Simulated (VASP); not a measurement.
# Hf (Im-3m) in VASP: single point with PBE

Aim: the single point of Hf with PBE.

Everything below comes from runs of VASP 6.6.1. Logs are shortened: lines on timing, memory, paths and dates and some standing lists are left out, and cuts for length are marked.

## 1. The cell of the first run

Symmetry: Im-3m, No. 229, cubic system. Conventional cell: a = 3.541 Å, b = 3.541 Å, c = 3.541 Å, α = 90.00°, β = 90.00°, γ = 90.00°. Hf (site symmetry m-3m) has 14 Hf at 3.07 to 3.54 Å within 4.0 Å.

This isn't the form of Hf at room conditions, which is hcp.

## 2. Single point, PBE, non-collinear spin, zero start, spin-orbit coupling

File POSCAR:

```
Hf
1.0
   -1.7705539125      1.7705539125      1.7705539125
    1.7705539125     -1.7705539125      1.7705539125
    1.7705539125      1.7705539125     -1.7705539125
Hf
1
Direct
    0.0000000000      0.0000000000      0.0000000000
```

File INCAR.step1:

```
SYSTEM = Hf
PREC = Accurate ; ENCUT = 520
EDIFF = 1E-7 ; ISMEAR = 0
SIGMA = 0.05 ; LREAL = .False.
LASPH = .True. ; NELM = 150
ALGO = Normal ; ISIF = 2
LWAVE = .False. ; LCHARG = .True.
MAGMOM = 0 0 0 ; LSORBIT = .True.
GGA_COMPAT = .False. ; LORBMOM = .True.
LMAXMIX = 4 ; GGA = PE
NBANDS = 21
```

File KPOINTS.step1:

```
regular mesh
0
Gamma
  16 16 16
  0 0 0
```

File INCAR.step2:

```
SYSTEM = Hf
PREC = Accurate ; ENCUT = 520
EDIFF = 1E-7 ; ISMEAR = -5
SIGMA = 0.05 ; LREAL = .False.
LASPH = .True. ; NELM = 150
ALGO = Normal ; ISIF = 2
LWAVE = .False. ; LCHARG = .False.
MAGMOM = 0 0 0 ; LORBIT = 10
LSORBIT = .True. ; GGA_COMPAT = .False.
LORBMOM = .True. ; LMAXMIX = 4
GGA = PE ; NBANDS = 21
NEDOS = 2001 ; ICHARG = 11
```

File KPOINTS.step2:

```
regular mesh
0
Gamma
  24 24 24
  0 0 0
```

Potentials or basis: VASP PAW PBE potentials, release 64 (Hf_pv).

Started as:

```console
$ cat potpaw_PBE.64/Hf_pv/POTCAR > POTCAR
$ cp INCAR.step1 INCAR
$ cp KPOINTS.step1 KPOINTS
$ mpirun -np 1 vasp_ncl > vasp.out
$ cp INCAR.step2 INCAR
$ cp KPOINTS.step2 KPOINTS
$ mpirun -np 1 vasp_ncl > vasp.out
```

OUTCAR:

```text
SYSTEM = Hf
   PREC = Accurate
   ENCUT = 520
   EDIFF = 1E-7
   ISMEAR = -5
   LREAL = .False.
   LASPH = .True.
   NELM = 150
   ISIF = 2
   LORBIT = 10
   LSORBIT = .True.
   GGA = PE
   ICHARG = 11

 ion  position               nearest neighbor table
   1  0.000  0.000  0.000-

  LATTYP: Found a body centered cubic cell.
 ALAT       =     3.5411078250

  Lattice vectors:

 A1 = (  -1.7705539125,   1.7705539125,   1.7705539125)
 A2 = (   1.7705539125,  -1.7705539125,   1.7705539125)
 A3 = (   1.7705539125,   1.7705539125,  -1.7705539125)

Analysis of symmetry for initial positions (statically):
=====================================================================
 Subroutine PRICEL returns:
 Original cell was already a primitive cell.

 Routine SETGRP: Setting up the symmetry group for a
 body centered cubic supercell.

 Subroutine GETGRP returns: Found 48 space group operations
 (whereof 48 operations were pure point group operations)
 out of a pool of 48 trial point group operations.

The static configuration has the point symmetry O_h .

Analysis of symmetry for dynamics (positions and initial velocities):
=====================================================================
 Subroutine PRICEL returns:
 Original cell was already a primitive cell.

 Routine SETGRP: Setting up the symmetry group for a
 body centered cubic supercell.

 Subroutine GETGRP returns: Found 48 space group operations
 (whereof 48 operations were pure point group operations)
 out of a pool of 48 trial point group operations.

The dynamic configuration has the point symmetry O_h .

Analysis of structural, dynamic, and magnetic symmetry:
=====================================================================
 Subroutine PRICEL returns:
 Original cell was already a primitive cell.

 Routine SETGRP: Setting up the symmetry group for a
 body centered cubic supercell.

 Subroutine GETGRP returns: Found 48 space group operations
 (whereof 48 operations were pure point group operations)
 out of a pool of 48 trial point group operations.

The overall configuration has the point symmetry O_h .

 Subroutine INISYM returns: Found 48 space group operations
 (whereof 48 operations are pure point group operations),
 and found     1 'primitive' translations

----------------------------------------------------------------------------------------

                                     Primitive cell

  volume of cell :      22.2018

  direct lattice vectors                    reciprocal lattice vectors
    -1.770553913  1.770553913  1.770553913     0.000000000  0.282397501  0.282397501
     1.770553913 -1.770553913  1.770553913     0.282397501  0.000000000  0.282397501
     1.770553913  1.770553913 -1.770553913     0.282397501  0.282397501  0.000000000

  length of vectors
     3.066689334  3.066689334  3.066689334     0.399370376  0.399370376  0.399370376

  position of ions in fractional coordinates (direct lattice)
     0.000000000  0.000000000  0.000000000

  ion indices of the primitive-cell ions
   primitive index   ion index
                 1           1

----------------------------------------------------------------------------------------

 KPOINTS: regular mesh

Automatic generation of k-mesh.
 Grid dimensions read from file:
 generate k-points for:   24   24   24

 Generating k-lattice:

  Cartesian coordinates                     Fractional coordinates (reciprocal lattice)
     0.000000000  0.011766563  0.011766563     0.041666667  0.000000000  0.000000000
     0.011766563  0.000000000  0.011766563     0.000000000  0.041666667  0.000000000
     0.011766563  0.011766563  0.000000000     0.000000000  0.000000000  0.041666667

  Length of vectors
     0.016640432  0.016640432  0.016640432

  Shift w.r.t. Gamma in fractional coordinates (k-lattice)
     0.000000000  0.000000000  0.000000000

 TETIRR: Found  16469 inequivalent tetrahedra from    82944

 Subroutine IBZKPT returns following result:
 ===========================================
[... 44 lines left out ...]
   LSORBIT =      T    spin-orbit coupling
   LASPH  =      T    aspherical Exc in radial PAW
   ENCUT  =  520.0 eV  38.22 Ry    6.18 a.u.   5.70  5.70  5.70*2*pi/ulx,y,z
   NELM   =    150;   NELMIN=  2; NELMDL=  0     # of ELM steps
   EDIFF  = 0.1E-06   stopping-criterion for ELM
   LREAL  =      F    real-space projection
   EDIFFG = 0.1E-05   stopping-criterion for IOM
   NSW    =      0    number of steps for IOM
   IBRION =     -1    ionic relax: 0-MD 1-quasi-New 2-CG
   NFREE  =      0    steps in history (QN), initial steepest desc. (CG)
   ISIF   =      2    stress and relaxation
   ISYM   =      2    0-nonsym 1-usesym 2-fastsym
   POTIM  = 0.5000    time-step for ionic-motion
   TEBEG  =    0.0;   TEEND  =   0.0 temperature during run
   PSTRESS=    0.0 pullay stress
   NELECT =      10.0000    total number of electrons
   NUPDOWN=      -1.0000    fix difference up-down
   EMIN   =  10.00;   EMAX   =-10.00  energy-range for DOS
   EFERMI =   0.00;   METHOD = LEGACY
   ISMEAR =    -5;   SIGMA  =   0.05  broadening in eV -4-tet -1-fermi 0-gaus
   EFERMI_NEDOS =   21; number of points for ismear=-14 and -15
   IALGO  =     38    algorithm
   IMIX   =      4    mixing-type and parameters
     AMIX     =   0.40;   BMIX     =  1.00
     AMIX_MAG =   1.60;   BMIX_MAG =  1.00
  volume/ion in A,a.u.               =      22.20       149.82
  Fermi-wavevector in a.u.,A,eV,Ry     =   1.254909  2.371435 21.426419  1.574797
  Thomas-Fermi vector in A             =   2.388692
   LORBIT       =     10    0 simple, 1 ext, 2 COOP (PROOUT), +10 PAW based schemes
   GGA     = PE    functional components
   LHFCALC =     F    Hartree Fock is set to
   AEXX    =    0.0000 exact exchange contribution
   IVDW    =     0    specifies the selected vdW correction
   LEPSILON=     F    determine dielectric tensor
   LRPA    =     F    only Hartree local field effects (RPA)
 Fermi weights with tetrahedron method with Bloechl corrections
  energy-cutoff  :      520.00
  volume of cell :       22.20
 maximum number of plane-waves:      1224

 number of electron      10.0000001 magnetization      -0.0000000     -0.0000000      0.0000000

 Free energy of the ion-electron system (eV)
  ---------------------------------------------------
  ext. energy  EPLUGINS =         0.00000000
  ---------------------------------------------------
  free energy    TOTEN  =       -10.43191725 eV

  energy without entropy =      -10.43191725  energy(sigma->0) =      -10.43191725

 E-fermi :   4.6169     XC(G=0): -11.3192

 val. band max:        4.6770308842   @ k =  -0.4583   0.4583   0.1250
 cond. band min:       4.5861167167   @ k =  -0.4167  -0.4167   0.1667
 fundamental gap:     -0.0909141676
 Fermi energy:         4.6169187101

 k-point     1 :       0.0000    0.0000    0.0000
  band No.  band energies     occupation
      1     -30.0592      1.00000
      2     -30.0592      1.00000
      3     -22.9208      1.00000
      4     -22.9208      1.00000
      5     -22.9208      1.00000
      6     -22.9208      1.00000
[... 565 lines left out ...]
     20      14.8591      0.00000
     21      15.2968      0.00000

 [... further k-points ...]

------------------------ aborting loop because EDIFF is reached ----------------------------------------

  FORCE on cell =-STRESS in cart. coord.  units (eV):
  Direction    XX          YY          ZZ          XY          YZ          ZX
  --------------------------------------------------------------------------------------
  -------------------------------------------------------------------------------------
  Total       -0.0662356     -0.0662356     -0.0662356      0.0000000      0.0000000      0.0000000
  in kB       -4.7798553     -4.7798553     -4.7798553      0.0000000      0.0000000      0.0000000
  external PRESSURE =      -4.7798553 kB  Pullay stress =       0.0000000 kB

 VOLUME and BASIS-vectors are now :
 -----------------------------------------------------------------------------
  energy-cutoff  :      520.00
  volume of cell :       22.20
      direct lattice vectors                 reciprocal lattice vectors
    -1.770553913  1.770553913  1.770553913     0.000000000  0.282397501  0.282397501
     1.770553913 -1.770553913  1.770553913     0.282397501  0.000000000  0.282397501
     1.770553913  1.770553913 -1.770553913     0.282397501  0.282397501  0.000000000

 POSITION                                       TOTAL-FORCE (eV/Angst)
 -----------------------------------------------------------------------------------
      0.00000      0.00000      0.00000         0.000000     -0.000000      0.000000
 -----------------------------------------------------------------------------------
    total drift:                                0.000000     -0.000000     -0.000000

  FREE ENERGIE OF THE ION-ELECTRON SYSTEM (eV)
  ---------------------------------------------------
  free  energy   TOTEN  =       -10.4319172549 eV

  energy  without entropy=      -10.4319172549  energy(sigma->0) =      -10.43191725

 orbital moment (x)

 # of ion     p       d       tot
 ----------------------------------------
  1         0.000   0.000   0.000
 ----------------------------------------
            0.000   0.000   0.000

 orbital moment (y)

 # of ion     p       d       tot
 ----------------------------------------
  1         0.000   0.000   0.000
 ----------------------------------------
            0.000   0.000   0.000

 orbital moment (z)

 # of ion     p       d       tot
 ----------------------------------------
  1         0.000   0.000   0.000
 ----------------------------------------
            0.000   0.000   0.000

 Spin-Orbit-Coupling matrix elements

 Ion:    1  E_soc:     -1.3653383
 l=   1
     0.0000000    -0.2191056    -0.2191056
    -0.2191056     0.0000000    -0.2191056
    -0.2191056    -0.2191056     0.0000000
 l=   2
     0.0000000    -0.0013443     0.0000000    -0.0013443    -0.0071064
    -0.0013443     0.0000000    -0.0053298    -0.0013443    -0.0017766
     0.0000000    -0.0053298     0.0000000    -0.0053298     0.0000000
    -0.0013443    -0.0013443    -0.0053298     0.0000000    -0.0017766
    -0.0071064    -0.0017766     0.0000000    -0.0017766     0.0000000
 l=   3
     0.0000000     0.0000000     0.0000000     0.0000000     0.0000000     0.0000000     0.0000000
     0.0000000     0.0000000     0.0000000     0.0000000     0.0000000     0.0000000     0.0000000
     0.0000000     0.0000000     0.0000000     0.0000000     0.0000000     0.0000000     0.0000000
     0.0000000     0.0000000     0.0000000     0.0000000     0.0000000     0.0000000     0.0000000
     0.0000000     0.0000000     0.0000000     0.0000000     0.0000000     0.0000000     0.0000000
     0.0000000     0.0000000     0.0000000     0.0000000     0.0000000     0.0000000     0.0000000
     0.0000000     0.0000000     0.0000000     0.0000000     0.0000000     0.0000000     0.0000000

 total charge

# of ion       s       p       d       tot
------------------------------------------
    1        0.384   6.413   1.607   8.403

 magnetization (x)

# of ion       s       p       d       tot
------------------------------------------
    1        0.000   0.000   0.000   0.000

 magnetization (y)

# of ion       s       p       d       tot
------------------------------------------
    1       -0.000   0.000   0.000  -0.000

 magnetization (z)

# of ion       s       p       d       tot
------------------------------------------
    1        0.000   0.000   0.000   0.000
```

It took 11 min on 1 thread of Intel Xeon 8259CL, shared host; peak memory 0.39 GiB.

What came out:

```
Net moment                                            : 0.00 μB per cell
Valence electrons inside the program's atomic spheres : Hf 8.40
```

Moments on the atoms (μB; x, y, z):
```
Hf  0.00 0.00 0.00
```
